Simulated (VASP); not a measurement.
# BiTe (R-3m) in VASP: notebook

BiTe is run at these levels: PBE0, HSE06, B3LYP; tasks: single point.

Everything below comes from runs of VASP 6.6.1. Logs are shortened: lines on timing, memory, paths and dates and some standing lists are left out, and cuts for length are marked.

### Step 1. The cell of the first run

It takes space group R-3m (No. 166, trigonal). Conventional cell: a = 4.747 Å, b = 4.747 Å, c = 9.749 Å, α = 90.00°, β = 90.00°, γ = 120.00°. Bi (site symmetry -3m) has 6 Te at 3.19 Å within 4.2 Å. Te (site symmetry -3m) has 6 Bi at 3.19 Å within 4.2 Å.

### Step 2. Single point, PBE0

Input file POSCAR:

```
BiTe
1.0
    2.3732508797      1.3701970343      3.2495731172
   -2.3732508797      1.3701970343      3.2495731172
    0.0000000000     -2.7403940685      3.2495731172
Bi Te
1 1
Direct
    0.5000000000      0.5000000000      0.5000000000
    0.0000000000      0.0000000000      0.0000000000
```

Input file INCAR.step1:

```
PREC = Accurate
ENCUT = 520
EDIFF = 1E-5
ISMEAR = -1
SIGMA = 0.05
LREAL = False
LASPH = True
NELM = 100
ALGO = Normal
ISIF = 2
LWAVE = True
NBANDS = 18
GGA = PE
```

Input file INCAR.step2:

```
PREC = Accurate
ENCUT = 520
EDIFF = 1E-6
ISMEAR = -1
SIGMA = 0.05
LREAL = False
LASPH = True
NELM = 100
ALGO = Normal
ISIF = 2
LWAVE = False
LCHARG = True
GGA = PE
LHFCALC = True
AEXX = 0.25
PRECFOCK = Normal
LELF = True
LVHAR = True
NBANDS = 18
ISTART = 1
```

Input file KPOINTS:

```
Automatic mesh
0
Gamma
  4 4 4
```

Potentials or basis: VASP PAW PBE potentials, release 64 (Bi_d, Te).

Run with:

```bash
cat potpaw_PBE.64/Bi_d/POTCAR potpaw_PBE.64/Te/POTCAR > POTCAR
cp INCAR.step1 INCAR
mpirun -np 1 vasp_std > vasp.out
cp INCAR.step2 INCAR
mpirun -np 1 vasp_std > vasp.out
```

OUTCAR:

```text
PREC = Accurate
   ENCUT = 520
   EDIFF = 1E-6
   ISMEAR = -1
   LREAL = False
   LASPH = True
   NELM = 100
   ISIF = 2
   GGA = PE
   LHFCALC = True
   AEXX = 0.25
   PRECFOCK = Normal
   ISTART = 1

 ion  position               nearest neighbor table
   1  0.500  0.500  0.500-   2 3.19   2 3.19   2 3.19   2 3.19   2 3.19   2 3.19
   2  0.000  0.000  0.000-   1 3.19   1 3.19   1 3.19   1 3.19   1 3.19   1 3.19

  LATTYP: Found a trigonal (rhomboedric) cell.
 ALAT       =     4.2508216964
 COS(alpha) =     0.3765932224

  Lattice vectors:

 A1 = (   2.3732508797,   1.3701970343,   3.2495731172)
 A2 = (  -2.3732508797,   1.3701970343,   3.2495731172)
 A3 = (   0.0000000000,  -2.7403940685,   3.2495731172)

Analysis of symmetry for initial positions (statically):
=====================================================================
 Subroutine PRICEL returns:
 Original cell was already a primitive cell.

 Routine SETGRP: Setting up the symmetry group for a
 trigonal (rhombohedral) supercell.

 Subroutine GETGRP returns: Found 12 space group operations
 (whereof 12 operations were pure point group operations)
 out of a pool of 12 trial point group operations.

The static configuration has the point symmetry D_3d.

Analysis of symmetry for dynamics (positions and initial velocities):
=====================================================================
 Subroutine PRICEL returns:
 Original cell was already a primitive cell.

 Routine SETGRP: Setting up the symmetry group for a
 trigonal (rhombohedral) supercell.

 Subroutine GETGRP returns: Found 12 space group operations
 (whereof 12 operations were pure point group operations)
 out of a pool of 12 trial point group operations.

The dynamic configuration has the point symmetry D_3d.

 Subroutine INISYM returns: Found 12 space group operations
 (whereof 12 operations are pure point group operations),
 and found     1 'primitive' translations

----------------------------------------------------------------------------------------

                                     Primitive cell

  volume of cell :      63.4022

  direct lattice vectors                    reciprocal lattice vectors
     2.373250880  1.370197034  3.249573117     0.210681477  0.121637007  0.102577576
    -2.373250880  1.370197034  3.249573117    -0.210681477  0.121637007  0.102577576
     0.000000000 -2.740394069  3.249573117     0.000000000 -0.243274015  0.102577576

  length of vectors
     4.250821696  4.250821696  4.250821696     0.264015919  0.264015919  0.264015919

  position of ions in fractional coordinates (direct lattice)
     0.500000000  0.500000000  0.500000000
     0.000000000  0.000000000  0.000000000

  ion indices of the primitive-cell ions
   primitive index   ion index
                 1           1
                 2           2

----------------------------------------------------------------------------------------

 KPOINTS: Automatic mesh

Automatic generation of k-mesh.
 Grid dimensions read from file:
 generate k-points for:    4    4    4

 Generating k-lattice:

  Cartesian coordinates                     Fractional coordinates (reciprocal lattice)
     0.052670369  0.030409252  0.025644394     0.250000000  0.000000000  0.000000000
    -0.052670369  0.030409252  0.025644394     0.000000000  0.250000000  0.000000000
     0.000000000 -0.060818504  0.025644394     0.000000000  0.000000000  0.250000000

  Length of vectors
     0.066003980  0.066003980  0.066003980

  Shift w.r.t. Gamma in fractional coordinates (k-lattice)
     0.000000000  0.000000000  0.000000000

 Subroutine IBZKPT returns following result:
 ===========================================

 Found     13 irreducible k-points:

 Following reciprocal coordinates:
            Coordinates               Weight
  0.000000  0.000000  0.000000      1.000000
  0.250000  0.000000  0.000000      6.000000
  0.500000  0.000000  0.000000      3.000000
  0.250000  0.250000  0.000000      6.000000
  0.500000  0.250000  0.000000     12.000000
 -0.250000  0.250000  0.000000      6.000000
  0.500000  0.500000  0.000000      3.000000
  0.250000  0.250000  0.250000      2.000000
  0.500000  0.250000  0.250000      6.000000
 -0.250000  0.250000  0.250000      6.000000
  0.500000  0.500000  0.250000      6.000000
 -0.250000  0.500000  0.250000      6.000000
  0.500000  0.500000  0.500000      1.000000
   k-points           NKPTS =     13   k-points in BZ     NKDIM =     64   number of bands    NBANDS=     18
   number of dos      NEDOS =    301   number of ions     NIONS =      2
   total plane-waves  NPLWV =  32768
   dimension x,y,z NGX =    32 NGY =   32 NGZ =   32
   dimension x,y,z NGXF=    64 NGYF=   64 NGZF=   64
   ions per type =               1   1
   NGX,Y,Z   is equivalent  to a cutoff of  12.51, 12.51, 12.51 a.u.
   NGXF,Y,Z  is equivalent  to a cutoff of  25.03, 25.03, 25.03 a.u.
 SYSTEM =  unknown system
[... 34 lines left out ...]
   GGA     = PE    functional components
   LHFCALC =     T    Hartree Fock is set to
   PRECFOCK=normal    Normal, Fast or Accurate (Low or Medium for compatibility)
   ENCUT4O =  -1.0   cutoff for four orbital integrals eV
   NKREDX  =     1    reduce k-point grid by
   NKREDY  =     1    reduce k-point grid by
   NKREDZ  =     1    reduce k-point grid by
   AEXX    =    0.2500 exact exchange contribution
   HFSCREEN=    0.0000 screening length (either q_TF or 0.3 A-1)
   HFSCREENC=   0.0000 screening length for correlation (either q_TF or 0.3 A-1)
   ENCUTFOCK=  -1.0 apply spherical cutoff to Coloumb kernel
   IVDW    =     0    specifies the selected vdW correction
   LEPSILON=     F    determine dielectric tensor
   LRPA    =     F    only Hartree local field effects (RPA)
 non-spin polarized calculation
  energy-cutoff  :      520.00
  volume of cell :       63.40
 maximum number of plane-waves:      1728
  NGX = 24; NGY = 24; NGZ = 24

 number of electron      21.0000009 magnetization

 Free energy of the ion-electron system (eV)
  ---------------------------------------------------
  ext. energy  EPLUGINS =         0.00000000
  ---------------------------------------------------
  free energy    TOTEN  =        -9.73958019 eV

  energy without entropy =       -9.73307946  energy(sigma->0) =       -9.73632982

 E-fermi :   7.4560     XC(G=0):  -7.7302

 val. band max:        6.8582981983   @ k =   0.2500   0.2500   0.2500
 cond. band min:       7.4560038710   @ k =  -0.2500   0.2500   0.0000
 fundamental gap:      0.5977056727
 Fermi energy:         7.4560004721

 k-point     1 :       0.0000    0.0000    0.0000
  band No.  band energies     occupation
      1     -18.5311      2.00000
      2     -18.5311      2.00000
      3     -18.5184      2.00000
      4     -18.5184      2.00000
      5     -18.4938      2.00000
      6      -8.5289      2.00000
[... 10 lines left out ...]
     17      14.9184      0.00000
     18      15.1420      0.00000

 k-point     2 :       0.2500    0.0000    0.0000
  band No.  band energies     occupation
      1     -18.5328      2.00000
      2     -18.5326      2.00000
      3     -18.5204      2.00000
      4     -18.5126      2.00000
      5     -18.4918      2.00000
      6      -7.8943      2.00000
[... 10 lines left out ...]
     17      17.1075      0.00000
     18      17.7203      0.00000

 k-point     3 :       0.5000    0.0000    0.0000
  band No.  band energies     occupation
      1     -18.5360      2.00000
      2     -18.5349      2.00000
      3     -18.5202      2.00000
      4     -18.5083      2.00000
      5     -18.4878      2.00000
      6      -6.2724      2.00000
[... 10 lines left out ...]
     17      16.2303      0.00000
     18      19.4382      0.00000

 k-point     4 :       0.2500    0.2500    0.0000
  band No.  band energies     occupation
      1     -18.5402      2.00000
      2     -18.5302      2.00000
      3     -18.5185      2.00000
      4     -18.5064      2.00000
      5     -18.4922      2.00000
      6      -7.6568      2.00000
[... 144 lines left out ...]
      4     -18.4947      2.00000
      5     -18.4933      2.00000
      6      -6.1730      2.00000
[... 10 lines left out ...]
     17      18.2224      0.00000
     18      18.9874      0.00000

 k-point    12 :      -0.2500    0.5000    0.2500
  band No.  band energies     occupation
      1     -18.5456      2.00000
      2     -18.5342      2.00000
      3     -18.5101      2.00000
      4     -18.5017      2.00000
      5     -18.4900      2.00000
      6      -5.6673      2.00000
[... 10 lines left out ...]
     17      17.6865      0.00000
     18      19.5493      0.00000

 k-point    13 :       0.5000    0.5000    0.5000
  band No.  band energies     occupation
      1     -18.5443      2.00000
      2     -18.5443      2.00000
      3     -18.4981      2.00000
      4     -18.4956      2.00000
      5     -18.4956      2.00000
      6      -5.8210      2.00000
[... 10 lines left out ...]
     17      17.5686      0.00000
     18      18.6411      0.00000

------------------------ aborting loop because EDIFF is reached ----------------------------------------

  FORCE on cell =-STRESS in cart. coord.  units (eV):
  Direction    XX          YY          ZZ          XY          YZ          ZX
  --------------------------------------------------------------------------------------
  -------------------------------------------------------------------------------------
  Total        0.5414131      0.5414131      0.3480477      0.0000000      0.0000000      0.0000000
  in kB       13.6815450     13.6815450      8.7951886      0.0000000      0.0000000      0.0000000
  external PRESSURE =      12.0527595 kB  Pullay stress =       0.0000000 kB

 VOLUME and BASIS-vectors are now :
 -----------------------------------------------------------------------------
  energy-cutoff  :      520.00
  volume of cell :       63.40
      direct lattice vectors                 reciprocal lattice vectors
     2.373250880  1.370197034  3.249573117     0.210681477  0.121637007  0.102577576
    -2.373250880  1.370197034  3.249573117    -0.210681477  0.121637007  0.102577576
     0.000000000 -2.740394069  3.249573117     0.000000000 -0.243274015  0.102577576

 POSITION                                       TOTAL-FORCE (eV/Angst)
 -----------------------------------------------------------------------------------
      0.00000      0.00000      4.87436         0.000000      0.000000     -0.000000
      0.00000      0.00000      0.00000        -0.000000     -0.000000      0.000000
 -----------------------------------------------------------------------------------
    total drift:                                0.000000      0.000001      0.000000

  FREE ENERGIE OF THE ION-ELECTRON SYSTEM (eV)
  ---------------------------------------------------
  free  energy   TOTEN  =        -9.7395801901 eV

  energy  without entropy=       -9.7330794573  energy(sigma->0) =       -9.73632982
```

Run time: 12 min. Hardware: 1 thread of AMD EPYC 9R45 (Zen 5), shared host; peak memory 0.17 GiB.

Results:

```
Free energy : -9.7396 eV
Pressure    : 1.2 GPa
```

Caveat: the k points lie up to 0.41 Å⁻¹ apart; the PAW data sets were made with another functional, which shifts forces and pressure a little; spin-orbit coupling is left out, which moves the levels of the heavy elements.

### Step 3. Single point, PBE0

This run uses another cell than the first one, of 32.38 Å³/atom, 1.021 times its volume.

Input file POSCAR:

```
BiTe
1.0
    2.3899644647      1.3798466271      3.2724581889
   -2.3899644647      1.3798466271      3.2724581889
    0.0000000000     -2.7596932542      3.2724581889
Bi Te
1 1
Direct
    0.5000000000      0.5000000000      0.5000000000
    0.0000000000      0.0000000000      0.0000000000
```

Input file INCAR.step1:

```
SYSTEM = BiTe
ALGO = Normal
EDIFF = 1E-5
ENCUT = 520
GGA = PE
ISIF = 2
ISMEAR = -1
LASPH = .TRUE.
LREAL = .FALSE.
LWAVE = .TRUE.
NBANDS = 18
NELM = 100
PREC = Accurate
SIGMA = 0.05
```

Input file INCAR.step2:

```
SYSTEM = BiTe
AEXX = 0.25
ALGO = Normal
EDIFF = 1E-7
ENCUT = 520
GGA = PE
ISIF = 2
ISMEAR = -1
ISTART = 1
LASPH = .TRUE.
LCHARG = .TRUE.
LELF = .TRUE.
LHFCALC = .TRUE.
LREAL = .FALSE.
LVHAR = .TRUE.
LWAVE = .FALSE.
NBANDS = 18
NELM = 100
PREC = Accurate
PRECFOCK = Normal
SIGMA = 0.05
```

Input file KPOINTS:

```
k-points
0
G
  4 4 4
  0 0 0
```

Potentials or basis: VASP PAW PBE potentials, release 64 (Bi_d, Te).

Run with:

```bash
cat potpaw_PBE.64/Bi_d/POTCAR potpaw_PBE.64/Te/POTCAR > POTCAR
cp INCAR.step1 INCAR
mpirun -np 1 vasp_std > vasp.out
cp INCAR.step2 INCAR
mpirun -np 1 vasp_std > vasp.out
```

It took 19 min on 1 thread of AMD EPYC 9R45 (Zen 5), shared host; peak memory 0.17 GiB.

It converged, with:

| Property | Result |
| --- | --- |
| Free energy | -9.7447 eV |
| Pressure | -0.1 GPa |

Stress tensor (GPa, compression positive):
```
-0.03  0.00  0.00
 0.00 -0.03  0.00
 0.00  0.00 -0.12
```

Levels at points of the mesh, in eV from the Fermi level:
```
           k point  band 6  band 7  band 8  band 9  band 10  band 11  band 12  band 13  band 14  band 15
(0.00, 0.00, 0.00)  -15.83   -9.34   -4.04   -4.04    -2.56     2.54     3.32     3.32     4.57     4.57
(0.50, 0.00, 0.00)  -13.63  -13.21   -2.75   -2.68    -1.65    -1.45    -1.10     0.65     7.51     7.70
(0.50, 0.50, 0.00)  -13.65  -11.48   -7.27   -5.93    -4.56     2.74     3.94     4.57     5.77     9.11
(0.50, 0.50, 0.50)  -13.20  -12.67   -3.33   -3.33    -3.10    -2.26    -1.91    -1.91     9.01     9.60
```

Caveat: the k points lie up to 0.41 Å⁻¹ apart; the PAW data sets were made with another functional, which shifts forces and pressure a little; spin-orbit coupling is left out, which moves the levels of the heavy elements.

### Step 4. Single point, HSE06

This run uses another cell than the first one, of 32.58 Å³/atom, 1.028 times its volume.

Input file POSCAR:

```
BiTe
1.0
    2.3960055747      1.3833344635      3.2766588226
   -2.3960055747      1.3833344635      3.2766588226
    0.0000000000     -2.7666689270      3.2766588226
Bi Te
1 1
Direct
    0.5000000000      0.5000000000      0.5000000000
    0.0000000000      0.0000000000      0.0000000000
```

Input file INCAR.step1:

```
  ALGO = Normal
  EDIFF = 1E-5
  ENCUT = 520
  GGA = PE
  ISIF = 2
  ISMEAR = -1
  LASPH = True
  LREAL = False
  LWAVE = True
  NBANDS = 18
  NELM = 100
  PREC = Accurate
  SIGMA = 0.05
```

Input file INCAR.step2:

```
  ALGO = Normal
  EDIFF = 1E-7
  ENCUT = 520
  GGA = PE
  HFSCREEN = 0.2079
  ISIF = 2
  ISMEAR = -1
  ISTART = 1
  LASPH = True
  LCHARG = True
  LELF = True
  LHFCALC = True
  LREAL = False
  LVHAR = True
  LWAVE = False
  NBANDS = 18
  NELM = 100
  PREC = Accurate
  PRECFOCK = Normal
  SIGMA = 0.05
```

Input file KPOINTS:

```
k-points
0
Gamma
  4 4 4
```

Run with:

```bash
cat potpaw_PBE.64/Bi_d/POTCAR potpaw_PBE.64/Te/POTCAR > POTCAR
cp INCAR.step1 INCAR
mpirun -np 1 vasp_std > vasp.out
cp INCAR.step2 INCAR
mpirun -np 1 vasp_std > vasp.out
```

It took 31 min on 1 thread of AMD EPYC 7R13 (Zen 3), shared host; peak memory 0.27 GiB.

The run converged. Its results:

* Free energy: -8.6833 eV
* Pressure: -0.2 GPa

Stress tensor (GPa, compression positive):
```
-0.28  0.00  0.00
 0.00 -0.28  0.00
 0.00  0.00 -0.17
```

Levels at points of the mesh, in eV from the Fermi level:
| k point | band 7 | band 8 | band 9 | band 10 | band 11 | band 12 | band 13 | band 14 |
| --- | --- | --- | --- | --- | --- | --- | --- | --- |
| (0.00, 0.00, 0.00) | -8.96 | -3.62 | -3.62 | -2.16 | 2.17 | 2.93 | 2.93 | 4.24 |
| (0.50, 0.00, 0.00) | -12.75 | -2.39 | -2.31 | -1.31 | -1.14 | -0.79 | 0.35 | 7.14 |
| (0.50, 0.50, 0.00) | -11.05 | -6.77 | -5.46 | -4.11 | 2.44 | 3.54 | 4.16 | 5.32 |
| (0.50, 0.50, 0.50) | -12.21 | -2.96 | -2.96 | -2.73 | -1.90 | -1.58 | -1.58 | 8.64 |

Caveat: the k points lie up to 0.41 Å⁻¹ apart; the PAW data sets were made with another functional, which shifts forces and pressure a little; spin-orbit coupling is left out, which moves the levels of the heavy elements.

### Step 5. Single point, B3LYP

This run uses another cell than the first one, of 35.09 Å³/atom, 1.107 times its volume.

Input file POSCAR:

```
BiTe
1.0
    2.4251720218      1.4001737196      3.4443984267
   -2.4251720218      1.4001737196      3.4443984267
    0.0000000000     -2.8003474392      3.4443984267
Bi Te
1 1
Direct
    0.5000000000      0.5000000000      0.5000000000
    0.0000000000      0.0000000000      0.0000000000
```

Input file INCAR.step1:

```
SYSTEM = BiTe
PREC = Accurate ; ENCUT = 520
EDIFF = 1E-5 ; ISMEAR = -1
SIGMA = 0.05 ; LREAL = .FALSE.
LASPH = .TRUE. ; NELM = 60
ALGO = Normal ; ISIF = 2
LWAVE = .TRUE. ; LCHARG = .FALSE.
GGA = PE ; NBANDS = 18
```

Input file INCAR.step2:

```
SYSTEM = BiTe
PREC = Accurate ; ENCUT = 520
EDIFF = 1E-6 ; ISMEAR = -1
SIGMA = 0.05 ; LREAL = .FALSE.
LASPH = .TRUE. ; NELM = 60
ALGO = Normal ; ISIF = 2
LWAVE = .FALSE. ; LCHARG = .FALSE.
GGA = B3 ; LHFCALC = .TRUE.
AEXX = 0.2 ; AGGAX = 0.72
AGGAC = 0.81 ; ALDAC = 0.19
PRECFOCK = Normal ; ISTART = 1
NBANDS = 18
```

Input file KPOINTS:

```
regular mesh
0
G
  4 4 4
  0 0 0
```

Run with:

```bash
cat potpaw_PBE.64/Bi_d/POTCAR potpaw_PBE.64/Te/POTCAR > POTCAR
cp INCAR.step1 INCAR
mpirun -np 1 vasp_std > vasp.out
cp INCAR.step2 INCAR
mpirun -np 1 vasp_std > vasp.out
```

Run time: 27 min. Hardware: 1 thread of AMD EPYC 7R13 (Zen 3), shared host; peak memory 0.2 GiB.

The run converged. Its results:

```yaml
Free_energy: -8.0377 eV
Pressure: -0.1 GPa
```

Levels at points of the mesh, in eV from the Fermi level:
```
           k point  band 8  band 9  band 10  band 11  band 12  band 13
(0.00, 0.00, 0.00)   -3.52   -3.52    -2.43     2.19     2.81     2.81
(0.50, 0.00, 0.00)   -2.43   -2.36    -1.70    -1.18    -0.91     0.32
(0.50, 0.50, 0.00)   -6.34   -5.10    -4.17     3.18     3.53     4.00
(0.50, 0.50, 0.50)   -2.81   -2.81    -2.64    -1.75    -1.46    -1.46
```

Caveat: the k points lie up to 0.40 Å⁻¹ apart; the PAW data sets were made with another functional, which shifts forces and pressure a little; spin-orbit coupling is left out, which moves the levels of the heavy elements.

### Step 6. Overview

| level | cell | screening parameter | gap on the mesh (eV) | pressure (GPa) |
| --- | --- | --- | --- | --- |
| PBE0 | a = 4.251 Å, angles 67.9°, 2 atoms | - | none | 1.2 |
| PBE0 | a = 4.281 Å, angles 67.9°, 2 atoms | - | none | -0.1 |
| HSE06 | a = 4.288 Å, angles 67.9°, 2 atoms | 0.2079 1/Å | none | -0.2 |
| B3LYP | a = 4.439 Å, angles 66.2°, 2 atoms | - | none | -0.1 |

Alike in all rows: task single point; potentials or basis VASP PAW PBE potentials, release 64 (Bi_d, Te); no spin polarisation; k mesh 4 × 4 × 4; cutoff (eV) 520; smearing fermi-dirac 0.05 eV.

Caveats: all runs use coarse meshes; the PAW data sets were made with another functional, which shifts forces and pressure a little; spin-orbit coupling is left out, which moves the levels of the heavy elements.

Total energies depend on the potentials used, so only differences within one code and one set of settings carry meaning.
